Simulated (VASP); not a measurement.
## Br: single point with PBE

Br:

```
CELL_PARAMETERS angstrom
3.38552 -2.33793 0.00000
3.38552 2.33793 0.00000
0.00000 0.00000 8.75993
ATOMIC_POSITIONS crystal
Br 0.36510 0.63490 0.39010
Br 0.13490 0.86510 0.89010
Br 0.63490 0.36510 0.60990
Br 0.86510 0.13490 0.10990
```

```json
{
  "Program": "VASP 6.6.1",
  "Task": "single point",
  "Functional": "PBE",
  "Potentials or basis": "VASP PAW PBE potentials, release 64 (Br)",
  "Cutoff": "520 eV",
  "k mesh": "7 × 7 × 3",
  "Occupations": "fermi-dirac, width 0.05 eV",
  "Spin": "no spin polarisation",
  "Dipole correction": "no",
  "Further INCAR settings": "ALGO = Normal; EDIFF = 1e-06; NBANDS = 22"
}
```

| Quantity | Value |
| --- | --- |
| Pressure | 1.3 GPa |
| Largest force | 0.659 eV/Å |
| Band gap on the k mesh | 1.84 eV, indirect (least direct gap 1.86 eV) |

Forces in eV/Å, atoms in the order of the input:
```
Br   0.000  0.294 -0.590
Br   0.000 -0.294 -0.590
Br   0.000 -0.294  0.590
Br   0.000  0.294  0.590
```

Stress tensor (GPa, compression positive):
```
1.08 0.00 0.00
0.00 0.74 0.00
0.00 0.00 1.94
```

Levels at points of the mesh, in eV from the valence-band top:
```tsv
k point	band 12	band 13	band 14	band 15	band 16	band 17
(0.00, 0.00, 0.00)	-0.32	-0.06	-0.02	1.84	2.58	5.99
```

Wall time 28 s on 1 thread of Intel(R) Xeon(R) 6975P-C (Granite Rapids) (shared host), peak memory 0.26 GiB.

A k mesh can miss the band edges. A hybrid or GW would open this gap; PBE tends to underestimate it.
